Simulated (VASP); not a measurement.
# Ba8HO8 (a cell with a defect) in VASP: notebook, part 2 of 2

VASP 6.6.1. Earlier steps stand in the parts before.

## Step 3: Single point, PBE, collinear spin

Contents of INCAR:

```
SYSTEM = Ba8HO8
PREC = Accurate
ENCUT = 520
EDIFF = 1E-6
ISMEAR = 0
SIGMA = 0.02
LREAL = Auto
LASPH = .True.
NELM = 150
ALGO = Normal
ISIF = 2
LWAVE = .False.
LCHARG = .False.
ISPIN = 2
MAGMOM = 0 0 0 0 0 0 0 0 0 0 0 0.14 0 0.14 0.14 0.14 0.4
LORBIT = 11
GGA = PE
NBANDS = 82
```

Contents of KPOINTS:

```
Automatic mesh
0
Gamma
  2 2 2
  0 0 0
```

Contents of POSCAR:

```
Ba8HO8
1.0
    5.5739975432      0.0000000000     -5.5739975432
    0.0000000000      5.5739975432     -5.5739975432
    5.5739975432      5.5739975432      0.0000000000
Ba O H
8 8 1
Direct
    0.4988478159     -0.0017604062     -0.0011866708
    0.4988202773     -0.0017883036      0.5042015139
    0.4987313824      0.5038872870     -0.0012993368
    0.4996690398      0.4997054589      0.5003186633
    1.0044054481     -0.0018475968     -0.0012690174
    1.0003355683     -0.0009763191      0.5003260189
    1.0003170896      0.4996939770     -0.0003064228
    1.0003124251      0.4996891331      0.5003028757
    0.2496875876      0.2509105878      0.7496971370
    0.2407601528      0.2526329603      0.2532951421
    0.2496307164      0.7490116326      0.7496372160
    0.2496442615      0.7490249982      0.2516727876
    0.7532390295      0.2526082025      0.7408725009
    0.7532250360      0.2525952854      0.2532493940
    0.7515765781      0.7490530750      0.7496815289
    0.7532777809      0.7400867094      0.2533091357
    0.6253247284      1.1248825374      0.1249818455
```

Potentials or basis: VASP PAW PBE potentials, release 64 (Ba_sv, O, H).

The run is started by

```bash
$ cat potpaw_PBE.64/Ba_sv/POTCAR potpaw_PBE.64/O/POTCAR potpaw_PBE.64/H/POTCAR > POTCAR
$ mpirun -np 1 vasp_std > vasp.out
```

OUTCAR:

```text
SYSTEM = Ba8HO8
   PREC = Accurate
   ENCUT = 520
   EDIFF = 1E-6
   ISMEAR = 0
   LREAL = Auto
   LASPH = .True.
   NELM = 150
   ISIF = 2
   ISPIN = 2
   LORBIT = 11
   GGA = PE

 ion  position               nearest neighbor table
   1  0.499  0.998  0.999-  17 2.44   9 2.78  15 2.78  12 2.78  13 2.84  10 2.84  16 2.84   3 3.90
                             5 3.90   2 3.90   4 3.94   6 3.94   7 3.94   7 3.94   6 3.94   4 3.94
   2  0.499  0.998  0.504-  17 2.44   9 2.78  15 2.78  11 2.78  14 2.84  10 2.84  16 2.84   3 3.90
                             5 3.90   1 3.90   4 3.94   6 3.94   8 3.94   8 3.94   6 3.94   4 3.94
   3  0.499  0.504  0.999-  17 2.44  15 2.78  12 2.78  11 2.78  14 2.84  13 2.84  10 2.84   5 3.90
                             2 3.90   1 3.90   7 3.94   8 3.94   4 3.94   4 3.94   8 3.94   7 3.94
   4  0.500  0.500  0.500-  16 2.75  13 2.75  14 2.76  11 2.78  12 2.78   9 2.78   6 3.94   7 3.94
                             8 3.94   2 3.94   1 3.94   3 3.94   3 3.94   1 3.94   2 3.94   8 3.95
   5  0.004  0.998  0.999-  17 2.44   9 2.78  12 2.78  11 2.78  14 2.84  13 2.84  16 2.84   3 3.90
                             2 3.90   1 3.90   7 3.94   8 3.94   6 3.94   6 3.94   8 3.94   7 3.94
   6  0.000  0.999  0.500-  10 2.75  13 2.75  14 2.76  11 2.78  12 2.78  15 2.78   4 3.94   7 3.94
                             8 3.94   2 3.94   1 3.94   5 3.94   5 3.94   1 3.94   2 3.94   8 3.95
   7  0.000  0.500  1.000-  16 2.75  10 2.75  14 2.76  11 2.78  15 2.78   9 2.78   6 3.94   4 3.94
                             8 3.94   5 3.94   3 3.94   1 3.94   1 3.94   3 3.94   5 3.94   8 3.95
   8  0.000  0.500  0.500-  16 2.75  10 2.75  13 2.75  12 2.78  15 2.78   9 2.78   6 3.94   4 3.94
                             7 3.94   5 3.94   3 3.94   2 3.94   2 3.94   3 3.94   5 3.94   7 3.95
   9  0.250  0.251  0.750-   5 2.78   2 2.78   1 2.78   8 2.78   4 2.78   7 2.78
  10  0.241  0.253  0.253-   6 2.75   7 2.75   8 2.75   1 2.84   2 2.84   3 2.84
  11  0.250  0.749  0.750-   3 2.78   5 2.78   2 2.78   6 2.78   4 2.78   7 2.78
  12  0.250  0.749  0.252-   3 2.78   5 2.78   1 2.78   6 2.78   8 2.78   4 2.78
  13  0.753  0.253  0.741-   4 2.75   6 2.75   8 2.75   1 2.84   5 2.84   3 2.84
  14  0.753  0.253  0.253-   4 2.76   6 2.76   7 2.76   2 2.84   5 2.84   3 2.84
  15  0.752  0.749  0.750-   3 2.78   2 2.78   1 2.78   6 2.78   8 2.78   7 2.78
  16  0.753  0.740  0.253-   4 2.75   7 2.75   8 2.75   1 2.84   2 2.84   5 2.84
  17  0.625  0.125  0.125-   3 2.44   5 2.44   2 2.44   1 2.44

  LATTYP: Found a face centered cubic cell.
[... 1488 lines left out ...]

  FORCE on cell =-STRESS in cart. coord.  units (eV):
  Direction    XX          YY          ZZ          XY          YZ          ZX
  --------------------------------------------------------------------------------------
  -------------------------------------------------------------------------------------
  Total        5.4534613      5.4540442      5.4553001     -0.0059309      0.0003212      0.0015116
  in kB       25.2262389     25.2289351     25.2347445     -0.0274347      0.0014859      0.0069923
  external PRESSURE =      25.2299728 kB  Pullay stress =       0.0000000 kB

 VOLUME and BASIS-vectors are now :
 -----------------------------------------------------------------------------
  energy-cutoff  :      520.00
  volume of cell :      346.36
      direct lattice vectors                 reciprocal lattice vectors
     5.573997543  0.000000000 -5.573997543     0.089702228 -0.089702228 -0.089702228
     0.000000000  5.573997543 -5.573997543    -0.089702228  0.089702228 -0.089702228
     5.573997543  5.573997543  0.000000000     0.089702228  0.089702228  0.089702228

 POSITION                                       TOTAL-FORCE (eV/Angst)
 -----------------------------------------------------------------------------------
      8.34796     11.13157     -8.34476        -0.007094     -0.006398      0.006302
      5.59084      8.37445     -8.34445         0.006415      0.007093      0.006114
      8.34668      8.37542     -5.58859        -0.006506      0.006693     -0.006982
      5.57393      5.57413     -5.57051        -0.008324      0.008292      0.007099
      5.59148     11.13062     -5.58826         0.006188     -0.006093     -0.007028
      2.79069      8.35737     -5.57043         0.007080     -0.007105      0.006882
[... 9 lines left out ...]
      5.61071      5.53719     -8.32401        -0.011303      0.011506     -0.011951
      4.18221      1.39274     -4.18165        -0.000441      0.000108      0.000566
 -----------------------------------------------------------------------------------
    total drift:                                0.006772     -0.007908      0.010970

  FREE ENERGIE OF THE ION-ELECTRON SYSTEM (eV)
  ---------------------------------------------------
  free  energy   TOTEN  =       -95.5946763390 eV

  energy  without entropy=      -95.5946763390  energy(sigma->0) =      -95.59467634

 total charge

# of ion       s       p       d       tot
------------------------------------------
    1        2.016   5.624   0.342   7.981
    2        2.016   5.624   0.342   7.981
    3        2.016   5.624   0.342   7.981
    4        2.016   5.625   0.338   7.978
    5        2.016   5.624   0.342   7.981
    6        2.016   5.625   0.338   7.978
[... 9 lines left out ...]
   16        1.562   3.355   0.000   4.917
   17        0.494   0.005   0.000   0.499
--------------------------------------------------
tot         29.103  71.921   2.717 103.741

 magnetization (x)

# of ion       s       p       d       tot
------------------------------------------
    1       -0.000   0.001   0.005   0.006
    2       -0.000   0.001   0.005   0.006
    3       -0.000   0.001   0.005   0.006
    4        0.000   0.002   0.001   0.003
    5       -0.000   0.001   0.005   0.006
    6        0.000   0.002   0.001   0.003
[... 9 lines left out ...]
   16        0.002   0.105   0.000   0.107
   17        0.187   0.000   0.000   0.188
--------------------------------------------------
tot          0.195   0.471   0.027   0.693
```

Run time: 11 min. Hardware: 1 thread of Oxide Virtual Turin-like, shared host; peak memory 0.78 GiB.

What came out:

```yaml
Free_energy: -95.5947 eV
Pressure: 2.5 GPa
Largest_force: 0.021 eV/Å
Band_gap_on_the_k_mesh: 0.22 eV
Net_moment: 1.00 μB per cell
Site_moments: Ba +0.01, +0.00 (each value once); O +0.01, +0.11 (each value once); H +0.19 μB
Valence_electrons_inside_the_program's_atomic_spheres: Ba 7.98; O 4.93, 4.92 (each value once); H 0.50
```

Forces on the atoms (eV/Å):
```
Ba  -0.007 -0.006  0.006
Ba   0.006  0.007  0.006
Ba  -0.007  0.007 -0.007
Ba  -0.008  0.008  0.007
Ba   0.006 -0.006 -0.007
Ba   0.007 -0.007  0.007
Ba  -0.009 -0.008 -0.009
Ba   0.008  0.009 -0.009
O   -0.002  0.002 -0.002
O    0.012 -0.012 -0.011
O   -0.007 -0.006  0.006
O    0.006  0.006  0.005
O    0.012  0.012  0.013
O   -0.012 -0.012  0.012
O    0.005 -0.005 -0.005
O   -0.011  0.012 -0.012
H    0.000  0.000  0.001
```

Caveat: the k points lie up to 0.49 Å⁻¹ apart; spin-orbit coupling is left out, which moves the levels of the heavy elements.

## Step 4: Single point, PBE, collinear spin

Contents of INCAR:

```
PREC = Accurate
ENCUT = 520
EDIFF = 1E-6
ISMEAR = 0
SIGMA = 0.02
LREAL = Auto
LASPH = T
NELM = 150
ALGO = Normal
ISIF = 2
LWAVE = F
LCHARG = F
ISPIN = 2
MAGMOM = 0 0 0 0 0 0 0 0 0 0 0 0.14 0 0.14 0.14 0.14 0.4
LORBIT = 11
GGA = PE
NBANDS = 82
```

Contents of KPOINTS:

```
regular mesh
0
Gamma
  2 2 2
```

Contents of POSCAR:

```
Ba8HO8
1.0
    5.5739975432      0.0000000000     -5.5739975432
    0.0000000000      5.5739975432     -5.5739975432
    5.5739975432      5.5739975432      0.0000000000
Ba O H
8 8 1
Direct
    0.4997046515      0.0003063331     -0.0003170974
    0.4959006491      0.0011867605      0.5011521764
    0.4996852759      0.4996739734     -0.0003355760
    0.4996931697      0.4996813290      0.5003309525
    1.0012888339      0.0012690174     -0.0044055455
    1.0013194223      0.0012992471      0.5012686099
    1.0003043519      0.4996972063     -0.0003123432
    1.0012335773      0.4957984783      0.5011797150
    0.2502953202      0.2503028552      0.7503124046
    0.2503111975      0.2503183737      0.2484235038
    0.2503420551      0.7483272046      0.7503557308
    0.2590697231      0.7467505982      0.2467749563
    0.7482795727      0.2503627763      0.7503692758
    0.7467197407      0.2591274913      0.2467609627
    0.7466883449      0.7467048501      0.7592398395
    0.7466736337      0.7466908566      0.2467222114
    0.8751891192      0.8750181467      0.3746752638
```

The run is started by

```bash
$ cat potpaw_PBE.64/Ba_sv/POTCAR potpaw_PBE.64/O/POTCAR potpaw_PBE.64/H/POTCAR > POTCAR
$ mpirun -np 1 vasp_std > vasp.out
```

Run time: 28 min. Hardware: 1 thread of Oxide Virtual Turin-like, shared host; peak memory 0.78 GiB.

Results (log left out):

```yaml
Free_energy: -95.5947 eV
Pressure: 2.5 GPa
Largest_force: 0.021 eV/Å
Band_gap_on_the_k_mesh: 0.22 eV
Net_moment: 1.00 μB per cell
Site_moments: Ba +0.00, +0.01 (each value once); O +0.01, +0.11 (each value once); H +0.19 μB
Valence_electrons_inside_the_program's_atomic_spheres: Ba 7.98; O 4.93, 4.92 (each value once); H 0.50
```

Forces in eV/Å, atoms in the order of the input:
```
Ba  -0.008  0.009 -0.009
Ba  -0.006  0.007  0.006
Ba  -0.007 -0.007  0.007
Ba   0.008  0.008  0.007
Ba  -0.006 -0.006 -0.007
Ba   0.007  0.007 -0.007
Ba   0.009 -0.008 -0.009
Ba   0.007 -0.006  0.006
O    0.002  0.002 -0.003
O   -0.005 -0.005 -0.005
O    0.006 -0.006  0.005
O   -0.012  0.012  0.012
O   -0.006  0.007  0.006
O    0.012 -0.012  0.012
O   -0.012 -0.012 -0.011
O    0.011  0.011 -0.012
H    0.000  0.000  0.001
```

Levels at points of the mesh, in eV from the valence-band top:
Spin up:
| k point | band 63 | band 64 | band 65 | band 66 | band 67 | band 68 |
| --- | --- | --- | --- | --- | --- | --- |
| (0.00, 0.00, 0.00) | -0.18 | -0.16 | -0.16 | 1.97 | 1.97 | 2.81 |
| (0.50, 0.00, 0.00) | -0.82 | -0.82 | -0.08 | 3.54 | 3.54 | 3.57 |
| (0.00, 0.50, 0.00) | -0.82 | -0.82 | -0.08 | 3.54 | 3.54 | 3.57 |
| (0.00, 0.00, 0.50) | -0.82 | -0.82 | -0.08 | 3.54 | 3.54 | 3.57 |
| (0.50, 0.50, 0.50) | -0.82 | -0.82 | -0.08 | 3.54 | 3.54 | 3.57 |
| (0.50, 0.50, 0.00) | -0.35 | -0.34 | 0.00 | 2.90 | 3.22 | 4.46 |
| (0.00, 0.50, 0.50) | -0.35 | -0.34 | 0.00 | 2.90 | 3.22 | 4.46 |
| (0.50, 0.00, 0.50) | -0.35 | -0.34 | 0.00 | 2.90 | 3.22 | 4.46 |
Spin down:
| k point | band 61 | band 62 | band 63 | band 64 | band 65 | band 66 | band 67 | band 68 |
| --- | --- | --- | --- | --- | --- | --- | --- | --- |
| (0.00, 0.00, 0.00) | -0.21 | -0.21 | -0.12 | -0.12 | 0.22 | 1.97 | 1.97 | 2.92 |
| (0.50, 0.00, 0.00) | -0.82 | -0.81 | -0.81 | -0.79 | 0.68 | 3.56 | 3.56 | 3.60 |
| (0.00, 0.50, 0.00) | -0.82 | -0.81 | -0.81 | -0.79 | 0.68 | 3.56 | 3.56 | 3.60 |
| (0.00, 0.00, 0.50) | -0.82 | -0.81 | -0.81 | -0.79 | 0.68 | 3.56 | 3.56 | 3.60 |
| (0.50, 0.50, 0.50) | -0.82 | -0.81 | -0.81 | -0.79 | 0.68 | 3.56 | 3.56 | 3.60 |
| (0.50, 0.50, 0.00) | -0.38 | -0.31 | -0.30 | -0.27 | 0.68 | 2.92 | 3.26 | 4.48 |
| (0.00, 0.50, 0.50) | -0.38 | -0.31 | -0.30 | -0.27 | 0.68 | 2.92 | 3.26 | 4.48 |
| (0.50, 0.00, 0.50) | -0.38 | -0.31 | -0.30 | -0.27 | 0.68 | 2.92 | 3.26 | 4.48 |

Caveat: the k points lie up to 0.49 Å⁻¹ apart; spin-orbit coupling is left out, which moves the levels of the heavy elements.
